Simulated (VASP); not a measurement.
Runs of VASP 6.6.1 on Cu. The structure is that of space group P6_3/mmc (No. 194), or close to it. The cells are those of the table. 

```csv
cell,gap on the mesh (eV),pressure (GPa)
"a = 2.500, b = 2.500, c = 4.057 Å, angles 90.0, 90.0, 120.0°, 2 atoms",none,(a)
"a = 2.567, b = 2.567, c = 4.167 Å, angles 90.0, 90.0, 120.0°, 2 atoms",none,-6.6
"a = 2.534, b = 2.534, c = 4.113 Å, angles 90.0, 90.0, 120.0°, 2 atoms",none,(b)
"a = 2.517, b = 2.517, c = 4.085 Å, angles 90.0, 90.0, 120.0°, 2 atoms",none,2.4
"a = 2.551, b = 2.551, c = 4.140 Å, angles 90.0, 90.0, 120.0°, 2 atoms",none,-4.0
"a = 2.584, b = 2.584, c = 4.193 Å, angles 90.0, 90.0, 120.0°, 2 atoms",none,-9.0
"a = 2.482, b = 2.482, c = 4.029 Å, angles 90.0, 90.0, 120.0°, 2 atoms",none,10.5
```

Alike in all rows: task single point; level PBEsol; potentials or basis VASP PAW PBE potentials, release 64 (Cu); no spin polarisation; k mesh 13 × 13 × 7; cutoff (eV) 520; smearing fermi-dirac 0.1 eV.

Q: Estimate the missing entries.

A: (a) 6.2; (b) -1.0.

Caveats: the PAW data sets were made with another functional, which shifts forces and pressure a little.

A gap of «none» marks levels without a gap at the run's occupations.
